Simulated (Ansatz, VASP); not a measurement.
# One calculation of AlN, two programs

```
Al N
1.0
     3.08187    0.00000    0.00000
    -1.54093    2.66898    0.00000
     0.00000    0.00000    4.98100
Al N
2 2
Direct
  0.66667 0.33333 0.50000
  0.33333 0.66667 0.00000
  0.66667 0.33333 0.88000
  0.33333 0.66667 0.38000
```

Alike in both runs: task single point; functional PBEsol; k mesh 8 × 8 × 5; occupations fermi-dirac, width 0.05 eV; no spin polarisation.

|  | VASP | Ansatz |
| --- | --- | --- |
| version | VASP 6.6.1 | Ansatz 0.2.0 |
| potentials or method | VASP PAW PBE potentials, release 64 (Al, N) | Ansatz PAW |
| plane-wave cutoff (eV) | 600 | 420 |
| valence electrons in the cell | 16 | 16 |

Ansatz gave:

```
gap on the k mesh at the Fermi level (eV)                     : 4.33
least direct gap on the mesh (eV)                             : 4.33
pressure (GPa)                                                : 4.5
traceless stress, the component that is largest in VASP (GPa) : -1.96
rms of the force components (eV/Å)                            : 0.007
```

Problem. What did VASP give for the same quantities?

Solution. gap on the k mesh at the Fermi level (eV): 4.35; least direct gap on the mesh (eV): 4.35; pressure (GPa): 4.4; traceless stress, the component that is largest in VASP (GPa): -1.98; rms of the force components (eV/Å): 0.007.

VASP's potentials were made for PBE, not for PBEsol. Atom by atom the forces differ by 0.000 eV/Å (rms over components). With one functional, cell and mesh, what is left measures potentials, basis and numerics.

Noted on Ansatz's run: odd divisions of the mesh miss points on the zone boundary, where band edges often lie, so the gap on the mesh can be too wide.
